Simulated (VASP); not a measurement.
# B2Pt (P6_3mc) in VASP: further runs

B2Pt is run at these levels: PBE+D3(BJ); tasks: single point, relaxation of cell and atoms.

All numbers are computed with VASP 6.6.1; they aren't measurements. Logs are shortened: lines on timing, memory, paths and dates and some standing lists are left out, and cuts for length are marked.

### 1 The cell of the first run

Symmetry: P6_3mc, No. 186, hexagonal system. The conventional cell has a = 3.029 Å, b = 3.029 Å, c = 7.215 Å, α = 90.00°, β = 90.00°, γ = 120.00°. Within 2.4 Å of B (site symmetry 3m) lie 3 B at 1.79 Å and 4 Pt at 2.11 to 2.30 Å. Within 2.6 Å of B (site symmetry 3m) lie 3 B at 1.79 Å and 6 Pt at 2.45 to 2.58 Å. Pt (site symmetry 3m) has 10 B at 2.11 to 2.58 Å within 2.8 Å.

### 2 Single point, PBE+D3(BJ)

Input file INCAR:

```
SYSTEM = B2Pt
ALGO     = Normal         ! electronic algorithm
EDIFF    = 1E-7           ! SCF threshold, eV
ENCUT    = 520            ! plane-wave cutoff, eV
GGA      = PE             ! functional
ISIF     = 2              ! what is computed and relaxed
ISMEAR   = 0              ! smearing method
IVDW     = 12             ! dispersion correction
LASPH    = .TRUE.         ! aspherical terms in the spheres
LCHARG   = .FALSE.        ! write CHGCAR
LREAL    = .FALSE.        ! projectors in reciprocal space
LWAVE    = .FALSE.        ! write WAVECAR
NBANDS   = 25             ! bands
NELM     = 60             ! most SCF steps
PREC     = Accurate       ! precision mode
SIGMA    = 0.1            ! smearing width, eV
```

Input file KPOINTS:

```
k-points
0
G
  12 12 6
  0 0 0
```

Input file POSCAR:

```
B2Pt
1.0
    3.0292881564      0.0000000000      0.0000000000
   -1.5146440782      2.6234404988      0.0000000000
    0.0000000000      0.0000000000      7.2154297856
B Pt
4 2
Direct
    0.3333333333      0.6666666667      0.8906377901
    0.0000000000      0.0000000000      0.3353067518
    0.0000000000      0.0000000000      0.8353067518
    0.6666666667      0.3333333333      0.3906377901
    0.6666666667      0.3333333333      0.0975685281
    0.3333333333      0.6666666667      0.5975685281
```

Potentials or basis: VASP PAW PBE potentials, release 64 (B, Pt).

Launch:

```console
$ cat potpaw_PBE.64/B/POTCAR potpaw_PBE.64/Pt/POTCAR > POTCAR
$ mpirun -np 1 vasp_std > vasp.out
```

OUTCAR:

```text
SYSTEM = B2Pt
   EDIFF = 1E-7
   ENCUT = 520
   GGA = PE
   ISIF = 2
   ISMEAR = 0
   IVDW = 12
   LASPH = .TRUE.
   LREAL = .FALSE.
   NELM = 60
   PREC = Accurate
 IVDW          = 12

 ion  position               nearest neighbor table
   1  0.333  0.667  0.891-   3 1.79   3 1.79   3 1.79   6 2.11   5 2.30   5 2.30   5 2.30
   2  0.000  0.000  0.335-   4 1.79   4 1.79   4 1.79   5 2.45   5 2.45   5 2.45   6 2.58   6 2.58
                             6 2.58
   3  0.000  0.000  0.835-   1 1.79   1 1.79   1 1.79   6 2.45   6 2.45   6 2.45   5 2.58   5 2.58
                             5 2.58
   4  0.667  0.333  0.391-   2 1.79   2 1.79   2 1.79   5 2.11   6 2.30   6 2.30   6 2.30
   5  0.667  0.333  0.098-   4 2.11   1 2.30   1 2.30   1 2.30   2 2.45   2 2.45   2 2.45   3 2.58
                             3 2.58   3 2.58
   6  0.333  0.667  0.598-   1 2.11   4 2.30   4 2.30   4 2.30   3 2.45   3 2.45   3 2.45   2 2.58
                             2 2.58   2 2.58

  LATTYP: Found a hexagonal cell.
 ALAT       =     3.0292881564
 C/A-ratio  =     2.3818895440

  Lattice vectors:

 A1 = (   3.0292881564,   0.0000000000,   0.0000000000)
 A2 = (  -1.5146440782,   2.6234404988,   0.0000000000)
 A3 = (   0.0000000000,   0.0000000000,   7.2154297856)

Analysis of symmetry for initial positions (statically):
=====================================================================
 Subroutine PRICEL returns:
 Original cell was already a primitive cell.

 Routine SETGRP: Setting up the symmetry group for a
 hexagonal supercell.

 Subroutine GETGRP returns: Found 12 space group operations
 (whereof  6 operations were pure point group operations)
 out of a pool of 24 trial point group operations.

The static configuration has the point symmetry C_3v.
 The point group associated with its full space group is C_6v.

Analysis of symmetry for dynamics (positions and initial velocities):
=====================================================================
 Subroutine PRICEL returns:
 Original cell was already a primitive cell.

 Routine SETGRP: Setting up the symmetry group for a
 hexagonal supercell.

 Subroutine GETGRP returns: Found 12 space group operations
 (whereof  6 operations were pure point group operations)
 out of a pool of 24 trial point group operations.

The dynamic configuration has the point symmetry C_3v.
 The point group associated with its full space group is C_6v.

 Subroutine INISYM returns: Found 12 space group operations
 (whereof  6 operations are pure point group operations),
 and found     1 'primitive' translations

----------------------------------------------------------------------------------------

                                     Primitive cell

  volume of cell :      57.3422

  direct lattice vectors                    reciprocal lattice vectors
     3.029288156  0.000000000  0.000000000     0.330110557  0.190589419  0.000000000
    -1.514644078  2.623440499  0.000000000     0.000000000  0.381178838  0.000000000
     0.000000000  0.000000000  7.215429786     0.000000000  0.000000000  0.138591883

  length of vectors
     3.029288156  3.029288156  7.215429786     0.381178838  0.381178838  0.138591883

  position of ions in fractional coordinates (direct lattice)
     0.333333333  0.666666667  0.890637790
     0.000000000  0.000000000  0.335306752
     0.000000000  0.000000000  0.835306752
     0.666666667  0.333333333  0.390637790
     0.666666667  0.333333333  0.097568528
     0.333333333  0.666666667  0.597568528

  ion indices of the primitive-cell ions
   primitive index   ion index
                 1           1
                 2           2
                 3           3
                 4           4
                 5           5
                 6           6

----------------------------------------------------------------------------------------

 KPOINTS: k-points

Automatic generation of k-mesh.
 Grid dimensions read from file:
 generate k-points for:   12   12    6

 Generating k-lattice:

  Cartesian coordinates                     Fractional coordinates (reciprocal lattice)
     0.027509213  0.015882452  0.000000000     0.083333333 -0.000000000  0.000000000
     0.000000000  0.031764903  0.000000000     0.000000000  0.083333333  0.000000000
     0.000000000  0.000000000  0.023098647     0.000000000  0.000000000  0.166666667

  Length of vectors
     0.031764903  0.031764903  0.023098647

  Shift w.r.t. Gamma in fractional coordinates (k-lattice)
     0.000000000  0.000000000  0.000000000

 Subroutine IBZKPT returns following result:
 ===========================================

 Found     76 irreducible k-points:

 Following reciprocal coordinates:
            Coordinates               Weight
  0.000000  0.000000  0.000000      1.000000
  0.083333  0.000000  0.000000      6.000000
  0.166667  0.000000  0.000000      6.000000
  0.250000  0.000000  0.000000      6.000000
  0.333333  0.000000  0.000000      6.000000
  0.416667 -0.000000  0.000000      6.000000
[... 16 lines left out ...]
  0.250000  0.000000  0.166667     12.000000
  0.333333  0.000000  0.166667     12.000000
 [... further k-points ...]
   k-points           NKPTS =     76   k-points in BZ     NKDIM =     76   number of bands    NBANDS=     25
   number of dos      NEDOS =    301   number of ions     NIONS =      6
   total plane-waves  NPLWV =  31104
   dimension x,y,z NGX =    24 NGY =   24 NGZ =   54
   dimension x,y,z NGXF=    48 NGYF=   48 NGZF=  108
   ions per type =               4   2
   NGX,Y,Z   is equivalent  to a cutoff of  13.17, 13.17, 12.44 a.u.
   NGXF,Y,Z  is equivalent  to a cutoff of  26.34, 26.34, 24.88 a.u.
 SYSTEM =  B2Pt
   PREC   = accura    normal or accurate (medium, high low for compatibility)
   ISTART =      0    job   : 0-new  1-cont  2-samecut
   ICHARG =      2    charge: 1-file 2-atom 10-const
   ISPIN  =      1    spin polarized calculation?
   LNONCOLLINEAR =      F non collinear calculations
   LSORBIT =      F    spin-orbit coupling
   LASPH  =      T    aspherical Exc in radial PAW
   ENCUT  =  520.0 eV  38.22 Ry    6.18 a.u.   5.63  5.63 13.42*2*pi/ulx,y,z
   NELM   =     60;   NELMIN=  2; NELMDL= -5     # of ELM steps
   EDIFF  = 0.1E-06   stopping-criterion for ELM
   LREAL  =      F    real-space projection
   EDIFFG = 0.1E-05   stopping-criterion for IOM
   NSW    =      0    number of steps for IOM
   IBRION =     -1    ionic relax: 0-MD 1-quasi-New 2-CG
   NFREE  =      0    steps in history (QN), initial steepest desc. (CG)
   ISIF   =      2    stress and relaxation
   ISYM   =      2    0-nonsym 1-usesym 2-fastsym
   POTIM  = 0.5000    time-step for ionic-motion
   TEBEG  =    0.0;   TEEND  =   0.0 temperature during run
   PSTRESS=    0.0 pullay stress
   NELECT =      32.0000    total number of electrons
   NUPDOWN=      -1.0000    fix difference up-down
   EMIN   =  10.00;   EMAX   =-10.00  energy-range for DOS
   EFERMI =   0.00;   METHOD = LEGACY
   ISMEAR =     0;   SIGMA  =   0.10  broadening in eV -4-tet -1-fermi 0-gaus
   EFERMI_NEDOS =   21; number of points for ismear=-14 and -15
   IALGO  =     38    algorithm
   IMIX   =      4    mixing-type and parameters
     AMIX     =   0.40;   BMIX     =  1.00
     AMIX_MAG =   1.60;   BMIX_MAG =  1.00
  volume/ion in A,a.u.               =       9.56        64.49
  Fermi-wavevector in a.u.,A,eV,Ry     =   1.347825  2.547020 24.716780  1.816632
  Thomas-Fermi vector in A             =   2.475544
   LORBIT       =      0    0 simple, 1 ext, 2 COOP (PROOUT), +10 PAW based schemes
   GGA     = PE    functional components
   LHFCALC =     F    Hartree Fock is set to
   AEXX    =    0.0000 exact exchange contribution
   IVDW    =    12    specifies the selected vdW correction
   LEPSILON=     F    determine dielectric tensor
   LRPA    =     F    only Hartree local field effects (RPA)
 non-spin polarized calculation
 Gauss-broadening in eV      SIGMA  =   0.10
  energy-cutoff  :      520.00
  volume of cell :       57.34
 maximum number of plane-waves:      1587
 NGX is ok and might be reduce to    24
   NGX = 11   NGY = 11   NGZ = 27

 number of electron      32.0000001 magnetization

 Free energy of the ion-electron system (eV)
  ---------------------------------------------------
  ext. energy  EPLUGINS =         0.00000000
  ---------------------------------------------------
  free energy    TOTEN  =       -37.23826594 eV

  energy without entropy =      -37.22774021  energy(sigma->0) =      -37.23300307

 E-fermi :   9.8409     XC(G=0): -12.8426

 val. band max:        9.8113308179   @ k =   0.2500   0.2500   0.3333
 cond. band min:       9.8514869450   @ k =   0.2500   0.2500   0.1667
 fundamental gap:      0.0401561271
 Fermi energy:         9.8408844310

 k-point     1 :       0.0000    0.0000    0.0000
  band No.  band energies     occupation
      1      -4.5303      2.00000
      2      -2.5937      2.00000
      3       0.0178      2.00000
      4       2.8402      2.00000
      5       4.8698      2.00000
      6       4.9005      2.00000
[... 17 lines left out ...]
     24      16.9415      0.00000
     25      17.8650      0.00000

 k-point     2 :       0.0833    0.0000    0.0000
  band No.  band energies     occupation
      1      -4.3949      2.00000
      2      -2.5147      2.00000
      3       0.2041      2.00000
      4       2.9514      2.00000
      5       4.5342      2.00000
      6       4.8305      2.00000
[... 17 lines left out ...]
     24      17.2306      0.00000
     25      18.2232      0.00000

 k-point     3 :       0.1667    0.0000    0.0000
  band No.  band energies     occupation
      1      -3.9959      2.00000
      2      -2.2812      2.00000
      3       0.7391      2.00000
      4       3.2072      2.00000
      5       3.8127      2.00000
      6       4.4997      2.00000
[... 552 lines left out ...]
 k-point    23 :       0.2500    0.0000    0.1667
  band No.  band energies     occupation
      1      -3.2849      2.00000
      2      -2.0521      2.00000
      3       1.6805      2.00000
      4       2.8682      2.00000
      5       3.5517      2.00000
      6       3.7496      2.00000
[... 17 lines left out ...]
     24      18.8718      0.00000
     25      19.9376      0.00000

 k-point    24 :       0.3333    0.0000    0.1667
  band No.  band energies     occupation
      1      -2.4473      2.00000
      2      -1.5026      2.00000
      3       1.8177      2.00000
      4       2.2730      2.00000
      5       3.0902      2.00000
      6       3.6075      2.00000
[... 17 lines left out ...]
     24      19.2218      0.00000
     25      19.5622      0.00000

 [... further k-points ...]

------------------------ aborting loop because EDIFF is reached ----------------------------------------

 Edisp (eV)   -2.42660

 E8    (eV) :    -0.9875

  FORCE on cell =-STRESS in cart. coord.  units (eV):
  Direction    XX          YY          ZZ          XY          YZ          ZX
  --------------------------------------------------------------------------------------
  -------------------------------------------------------------------------------------
  Total      -0.04351    -0.04351    -0.02253     0.00000    -0.00000    -0.00000
  in kB      -1.21580    -1.21580    -0.62950     0.00000    -0.00000    -0.00000
  external pressure =       -1.02 kB  Pullay stress =        0.00 kB

 VOLUME and BASIS-vectors are now :
 -----------------------------------------------------------------------------
  energy-cutoff  :      520.00
  volume of cell :       57.34
      direct lattice vectors                 reciprocal lattice vectors
     3.029288156  0.000000000  0.000000000     0.330110557  0.190589419  0.000000000
    -1.514644078  2.623440499  0.000000000     0.000000000  0.381178838  0.000000000
     0.000000000  0.000000000  7.215429786     0.000000000  0.000000000  0.138591883

 POSITION                                       TOTAL-FORCE (eV/Angst)
 -----------------------------------------------------------------------------------
     -0.00000      1.74896      6.42633        -0.000000     -0.000000      0.012339
      0.00000      0.00000      2.41938        -0.000000      0.000000      0.002339
      0.00000      0.00000      6.02710         0.000000     -0.000000      0.002339
      1.51464      0.87448      2.81862         0.000000     -0.000000      0.012339
      1.51464      0.87448      0.70400         0.000000     -0.000000     -0.014678
     -0.00000      1.74896      4.31171        -0.000000     -0.000000     -0.014678
 -----------------------------------------------------------------------------------
    total drift:                               -0.000000     -0.000000     -0.000082

  FREE ENERGIE OF THE ION-ELECTRON SYSTEM (eV)
  ---------------------------------------------------
  free  energy   TOTEN  =       -39.6648666764 eV

  energy  without entropy=      -39.6543409470  energy(sigma->0) =      -39.65960381
```

Wall time 1.7 min (1 thread of Intel Xeon 8259CL, shared host); peak memory 0.26 GiB.

Results:

| Quantity | Value |
| --- | --- |
| Free energy | -39.6649 eV |
| Pressure | -0.1 GPa |
| Largest force | 0.015 eV/Å |
| Band gap on the k mesh | zero (bands 16 and 17 overlap by 0.94 eV) |
| Dispersion energy per atom | -0.404 eV |

Forces in eV/Å, atoms in the order of the input:
```
B    0.000  0.000  0.012
B    0.000  0.000  0.002
B    0.000  0.000  0.002
B    0.000  0.000  0.012
Pt   0.000  0.000 -0.015
Pt   0.000  0.000 -0.015
```

Levels at points of the mesh, in eV from the Fermi level:
| k point | band 13 | band 14 | band 15 | band 16 | band 17 | band 18 | band 19 | band 20 |
| --- | --- | --- | --- | --- | --- | --- | --- | --- |
| (0.00, 0.00, 0.00) | -3.51 | -3.51 | 0.20 | 0.20 | 1.45 | 1.45 | 3.38 | 5.37 |
| (0.50, 0.00, 0.00) | -2.13 | -1.62 | -1.59 | -0.47 | 0.38 | 1.54 | 3.86 | 4.53 |
| (0.00, 0.00, 0.50) | -3.43 | -3.43 | 0.68 | 0.68 | 0.68 | 0.68 | 4.64 | 4.64 |
| (0.50, 0.00, 0.50) | -1.61 | -1.61 | -0.43 | -0.43 | -0.26 | -0.26 | 3.11 | 3.11 |

Caveat: spin-orbit coupling is left out, which moves the levels of the heavy elements.

(Part 1 of 2 ends here.)
